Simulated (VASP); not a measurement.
The system is TaSi2.

```
Ta Si
1.0
     4.78390    0.00000    0.00000
    -2.39195    4.14298    0.00000
     0.00000    0.00000    6.57000
Ta Si
3 6
Direct
  0.00000 0.50000 0.33333
  0.50000 0.50000 0.66667
  0.50000 0.00000 0.00000
  0.31794 0.15897 0.33333
  0.15897 0.84103 0.66667
  0.84103 0.68206 0.00000
  0.68206 0.84103 0.33333
  0.84103 0.15897 0.66667
  0.15897 0.31794 0.00000
```

Base run:

| Quantity | Value |
| --- | --- |
| Program | VASP 6.6.1 |
| Functional | PBEsol |
| Potentials or basis | VASP PAW PBE potentials, release 64 (Ta_pv, Si) |
| Cutoff | 520 eV |
| k mesh | 7 × 7 × 4 |
| Occupations | fermi-dirac, width 0.05 eV |
| Spin | no spin polarisation |

Its results: band gap on the k mesh zero (an odd number of electrons rules out a gap without spin polarisation); pressure -1.9 GPa; largest force 0.057 eV/Å.

Question: After a change of settings the same cell gave: band gap on the k mesh zero (an odd number of electrons rules out a gap without spin polarisation); pressure 2.7 GPa; largest force 0.019 eV/Å. Which change was it?
A. functional from PBEsol to revPBE; further incar settings from ALGO = Normal; EDIFF = 1e-07; NBANDS = 38 to ALGO = Normal; EDIFF = 1e-06; NBANDS = 38
B. functional from PBEsol to r2SCAN; further incar settings from ALGO = Normal; EDIFF = 1e-07; NBANDS = 38 to ALGO = Normal; EDIFF = 1e-06; NBANDS = 38
C. functional from PBEsol to PBE; k mesh from 7 × 7 × 4 to 5 × 5 × 3
D. dispersion from none to D3(BJ)

Answer: C.

Caveats: spin-orbit coupling is left out, which moves the levels of the heavy elements; the PAW data sets were made with another functional, which shifts forces and pressure a little (at least some runs).
